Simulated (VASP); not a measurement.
# SnGe3Te4 (R3m) in VASP: single point with PBE

Aim: the single point of SnGe3Te4 with PBE.

Everything below comes from runs of VASP 6.6.1. Logs are shortened: lines on timing, memory, paths and dates and some standing lists are left out, and cuts for length are marked.

### Step 1. The cell of the first run

It takes space group R3m (No. 160, trigonal). The conventional cell has a = 8.605 Å, b = 8.605 Å, c = 11.211 Å, α = 90.00°, β = 90.00°, γ = 120.00°. Sn (site symmetry 3m) has 6 Te at 3.03 to 3.20 Å within 4.0 Å. Within 3.8 Å of Ge (site symmetry m) lie 6 Te at 2.86 to 3.39 Å. Within 3.8 Å of Te (site symmetry m) lie 4 Ge at 2.86 to 3.39 Å and 2 Sn at 3.03 to 3.20 Å. Within 3.8 Å of Te (site symmetry 3m) lie 6 Ge at 2.88 to 3.38 Å.

### Step 2. Single point, PBE

INCAR reads:

```
PREC = Accurate
ENCUT = 520
EDIFF = 1E-6
ISMEAR = 0
SIGMA = 0.01
LREAL = False
LASPH = True
NELM = 100
ALGO = Normal
ISIF = 2
LWAVE = False
LCHARG = False
GGA = PE
NBANDS = 50
```

KPOINTS reads:

```
regular mesh
0
Gamma
  6 6 6
```

POSCAR reads:

```
SnGe3Te4
1.0
    4.3024170088      2.4840016182      3.7369107545
   -4.3024170088      2.4840016182      3.7369107545
    0.0000000000     -4.9680032364      3.7369107545
Sn Ge Te
1 3 4
Direct
    0.0101690305      0.0101690305      0.0101690305
    0.9922318218      0.4914175242      0.4914175242
    0.4914175242      0.4914175242      0.9922318218
    0.4914175242      0.9922318218      0.4914175242
    0.0315405400      0.5224013628      0.0315405400
    0.0315405400      0.0315405400      0.5224013628
    0.5224013628      0.0315405400      0.0315405400
    0.5292816563      0.5292816563      0.5292816563
```

Potentials or basis: VASP PAW PBE potentials, release 64 (Sn_d, Ge_d, Te).

Run with:

```
cat potpaw_PBE.64/Sn_d/POTCAR potpaw_PBE.64/Ge_d/POTCAR potpaw_PBE.64/Te/POTCAR > POTCAR
mpirun -np 1 vasp_std > vasp.out
```

OUTCAR:

```text
PREC = Accurate
   ENCUT = 520
   EDIFF = 1E-6
   ISMEAR = 0
   LREAL = False
   LASPH = True
   NELM = 100
   ISIF = 2
   GGA = PE

 ion  position               nearest neighbor table
   1  0.010  0.010  0.010-   5 3.03   7 3.03   6 3.03   5 3.20   7 3.20   6 3.20
   2  0.992  0.491  0.491-   6 2.86   5 2.86   8 2.88
   3  0.491  0.491  0.992-   5 2.86   7 2.86   8 2.88
   4  0.491  0.992  0.491-   6 2.86   7 2.86   8 2.88
   5  0.032  0.522  0.032-   3 2.86   2 2.86   1 3.03   1 3.20
   6  0.032  0.032  0.522-   2 2.86   4 2.86   1 3.03   1 3.20
   7  0.522  0.032  0.032-   3 2.86   4 2.86   1 3.03   1 3.20
   8  0.529  0.529  0.529-   2 2.88   4 2.88   3 2.88

  LATTYP: Found a trigonal (rhomboedric) cell.
 ALAT       =     6.2165551670
 COS(alpha) =     0.0420222656

  Lattice vectors:

 A1 = (   4.3024170088,   2.4840016182,   3.7369107545)
 A2 = (  -4.3024170088,   2.4840016182,   3.7369107545)
 A3 = (   0.0000000000,  -4.9680032364,   3.7369107545)

Analysis of symmetry for initial positions (statically):
=====================================================================
 Subroutine PRICEL returns:
 Original cell was already a primitive cell.

 Routine SETGRP: Setting up the symmetry group for a
 trigonal (rhombohedral) supercell.

 Subroutine GETGRP returns: Found  6 space group operations
 (whereof  6 operations were pure point group operations)
 out of a pool of 12 trial point group operations.

The static configuration has the point symmetry C_3v.

Analysis of symmetry for dynamics (positions and initial velocities):
=====================================================================
 Subroutine PRICEL returns:
 Original cell was already a primitive cell.

 Routine SETGRP: Setting up the symmetry group for a
 trigonal (rhombohedral) supercell.

 Subroutine GETGRP returns: Found  6 space group operations
 (whereof  6 operations were pure point group operations)
 out of a pool of 12 trial point group operations.

The dynamic configuration has the point symmetry C_3v.

 Subroutine INISYM returns: Found  6 space group operations
 (whereof  6 operations are pure point group operations),
 and found     1 'primitive' translations

----------------------------------------------------------------------------------------

                                     Primitive cell
[... 102 lines left out ...]
   NELM   =    100;   NELMIN=  2; NELMDL= -5     # of ELM steps
   EDIFF  = 0.1E-05   stopping-criterion for ELM
   LREAL  =      F    real-space projection
   EDIFFG = 0.1E-04   stopping-criterion for IOM
   NSW    =      0    number of steps for IOM
   IBRION =     -1    ionic relax: 0-MD 1-quasi-New 2-CG
   NFREE  =      0    steps in history (QN), initial steepest desc. (CG)
   ISIF   =      2    stress and relaxation
   ISYM   =      2    0-nonsym 1-usesym 2-fastsym
   POTIM  = 0.5000    time-step for ionic-motion
   TEBEG  =    0.0;   TEEND  =   0.0 temperature during run
   PSTRESS=    0.0 pullay stress
   NELECT =      80.0000    total number of electrons
   NUPDOWN=      -1.0000    fix difference up-down
   EMIN   =  10.00;   EMAX   =-10.00  energy-range for DOS
   EFERMI =   0.00;   METHOD = LEGACY
   ISMEAR =     0;   SIGMA  =   0.01  broadening in eV -4-tet -1-fermi 0-gaus
   EFERMI_NEDOS =   21; number of points for ismear=-14 and -15
   IALGO  =     38    algorithm
   IMIX   =      4    mixing-type and parameters
     AMIX     =   0.40;   BMIX     =  1.00
     AMIX_MAG =   1.60;   BMIX_MAG =  1.00
  volume/ion in A,a.u.               =      29.95       202.13
  Fermi-wavevector in a.u.,A,eV,Ry     =   1.135696  2.146154 17.548864  1.289805
  Thomas-Fermi vector in A             =   2.272401
   LORBIT       =      0    0 simple, 1 ext, 2 COOP (PROOUT), +10 PAW based schemes
   GGA     = PE    functional components
   LHFCALC =     F    Hartree Fock is set to
   AEXX    =    0.0000 exact exchange contribution
   IVDW    =     0    specifies the selected vdW correction
   LEPSILON=     F    determine dielectric tensor
   LRPA    =     F    only Hartree local field effects (RPA)
 non-spin polarized calculation
 Gauss-broadening in eV      SIGMA  =   0.01
  energy-cutoff  :      520.00
  volume of cell :      239.62
 maximum number of plane-waves:      6470
 NGX is ok and might be reduce to    48
   NGX = 23   NGY = 23   NGZ = 23

 number of electron      80.0000010 magnetization

 Free energy of the ion-electron system (eV)
  ---------------------------------------------------
  ext. energy  EPLUGINS =         0.00000000
  ---------------------------------------------------
  free energy    TOTEN  =       -30.95463910 eV

  energy without entropy =      -30.95463910  energy(sigma->0) =      -30.95463910

 E-fermi :   5.8210     XC(G=0):  -9.3849

 val. band max:        5.7620793785   @ k =   0.5000   0.5000   0.5000
 cond. band min:       5.9053666315   @ k =   0.5000   0.5000   0.5000
 fundamental gap:      0.1432872530
 Fermi energy:         5.8210188481

 k-point     1 :       0.0000    0.0000    0.0000
  band No.  band energies     occupation
      1     -19.3399      2.00000
      2     -19.3376      2.00000
      3     -19.3376      2.00000
      4     -19.3366      2.00000
      5     -19.3366      2.00000
      6     -19.3344      2.00000
[... 1261 lines left out ...]
     49       8.6056      0.00000
     50       8.7792      0.00000

 [... further k-points ...]
[... 5 lines left out ...]
  --------------------------------------------------------------------------------------
  -------------------------------------------------------------------------------------
  Total        0.0574912      0.0574912     -0.0230275      0.0000000      0.0000000     -0.0000000
  in kB        0.3844002      0.3844002     -0.1539675      0.0000000      0.0000000     -0.0000000
  external PRESSURE =       0.2049443 kB  Pullay stress =       0.0000000 kB

 VOLUME and BASIS-vectors are now :
 -----------------------------------------------------------------------------
  energy-cutoff  :      520.00
  volume of cell :      239.62
      direct lattice vectors                 reciprocal lattice vectors
     4.302417009  2.484001618  3.736910755     0.116213747  0.067096038  0.089200239
    -4.302417009  2.484001618  3.736910755    -0.116213747  0.067096038  0.089200239
     0.000000000 -4.968003236  3.736910755     0.000000000 -0.134192076  0.089200239

 POSITION                                       TOTAL-FORCE (eV/Angst)
 -----------------------------------------------------------------------------------
      0.00000      0.00000      0.11400         0.000000     -0.000000      0.004351
      2.15471      1.24402      7.38065        -0.001952     -0.001127      0.009130
      0.00000     -2.48805      7.38065         0.000000      0.002254      0.009130
     -2.15471      1.24402      7.38065         0.001952     -0.001127      0.009130
     -2.11189      1.21930      2.18790        -0.009016      0.005206     -0.008494
      0.00000     -2.43860      2.18790         0.000000     -0.010411     -0.008494
      2.11189      1.21930      2.18790         0.009016      0.005206     -0.008494
      0.00000      0.00000      5.93363         0.000000     -0.000000     -0.006260
 -----------------------------------------------------------------------------------
    total drift:                               -0.000000     -0.000006     -0.006744

  FREE ENERGIE OF THE ION-ELECTRON SYSTEM (eV)
  ---------------------------------------------------
  free  energy   TOTEN  =       -30.9546391020 eV

  energy  without entropy=      -30.9546391020  energy(sigma->0) =      -30.95463910
```

It took 5.7 min on 1 thread of Intel Xeon Platinum 8375C at 2.90GHz (Ice Lake), shared host; peak memory 0.53 GiB.

Results:

```yaml
Free_energy: -30.9546 eV
Pressure: 0.0 GPa
Largest_force: 0.013 eV/Å
Band_gap_on_the_k_mesh: 0.14 eV
```

Forces on the atoms (eV/Å):
```
Sn   0.000  0.000  0.004
Ge  -0.002 -0.001  0.009
Ge   0.000  0.002  0.009
Ge   0.002 -0.001  0.009
Te  -0.009  0.005 -0.008
Te   0.000 -0.010 -0.008
Te   0.009  0.005 -0.008
Te   0.000  0.000 -0.006
```

Caveat: spin-orbit coupling is left out, which moves the levels of the heavy elements.
